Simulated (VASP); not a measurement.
The system is PdPt2.

```
Pd Pt
1.0
     4.66817    0.00000    0.00000
    -2.33408    4.04275    0.00000
     0.00000    0.00000    2.62896
Pd Pt
1 2
Direct
  0.00000 0.00000 0.00000
  0.33333 0.66667 0.00000
  0.66667 0.33333 0.00000
```

The cell was built from a structure type or drawn by symmetry, and may not be a known phase.

* Program: VASP 6.6.1
* Task: relaxation of cell and atoms
* Functional: PBE
* Potentials or basis: VASP PAW PBE potentials, release 64 (Pd, Pt)
* Cutoff: 500 eV
* k mesh: 6 × 6 × 6
* Occupations: gaussian, width 0.1 eV
* Spin: no spin polarisation

At the start: pressure 1.9 GPa; volume 16.54 Å³/atom.

Question: Where does the relaxation end?

Answer: Over 6 steps the energy falls by 6.7 meV/atom and the volume is 16.72 Å³/atom (+1.1 %); space group P6/mmm (No. 191, to 0.1 Å) before and after.

The path:
```csv
step,energy change (eV),largest force (eV/Å),pressure (GPa),volume (Å³)
1,0.0000,0.0000,1.90,49.61
2,-0.0002,0.0000,-2.35,51.01
3,-0.0199,0.0000,-0.47,50.30
4,-0.0199,0.0000,-0.43,50.28
5,-0.0196,0.0000,0.74,50.00
6,-0.0201,0.0000,0.03,50.17
```

Final structure:
```cif
data_structure
_symmetry_space_group_name_H-M 'P 1'
_symmetry_Int_Tables_number 1
_cell_length_a 4.6539
_cell_length_b 4.6539
_cell_length_c 2.6747
_cell_angle_alpha 90.000
_cell_angle_beta 90.000
_cell_angle_gamma 120.000
_cell_volume 50.17
loop_
_atom_site_label
_atom_site_type_symbol
_atom_site_fract_x
_atom_site_fract_y
_atom_site_fract_z
_atom_site_occupancy
Pd1 Pd 0.00000 0.00000 0.00000 1
Pt1 Pt 0.33333 0.66667 0.00000 1
Pt2 Pt 0.66667 0.33333 0.00000 1
```

Caveat: the k points lie up to 0.39 Å⁻¹ apart in the final cell, too coarse for converged energies and pressures of a metal.
